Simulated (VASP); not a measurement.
Input of a VASP 6.6.1 run:

File INCAR:

```
SYSTEM = Os
PREC = Accurate ; ENCUT = 520
EDIFF = 1E-6 ; ISMEAR = 0
SIGMA = 0.1 ; LREAL = .FALSE.
LASPH = .TRUE. ; NELM = 80
ALGO = Normal ; ISIF = 2
LWAVE = .FALSE. ; LCHARG = .FALSE.
GGA = PE ; NBANDS = 10
```

The input KPOINTS:

```
Automatic mesh
0
G
  16 16 16
  0 0 0
```

File POSCAR:

```
Os
1.0
    0.0000000000      1.9844640500      1.9844640500
    1.9552890500      0.0000000000      1.9844640500
    1.9552890500      1.9844640500      0.0000000000
Os
1
Direct
    0.0000000000      0.0000000000      0.0000000000
```

Potentials or basis: VASP PAW PBE potentials, release 64 (Os).

Command:

```bash
$ cat potpaw_PBE.64/Os/POTCAR > POTCAR
$ mpirun -np 1 vasp_std > vasp.out
```

Question: What does it give for the band gap on the k mesh?

Answer: Zero (bands 4 and 5 overlap by 3.78 eV).

Question: Estimate the pressure.

Answer: -24.0 GPa.

Stress tensor (GPa, compression positive):
```
-21.56   0.00   0.00
  0.00 -25.21   0.00
  0.00   0.00 -25.21
```

Caveat: the cell differs from its parent crystal (strained); the cell stands under tension; spin-orbit coupling is left out, which moves the levels of the heavy elements.
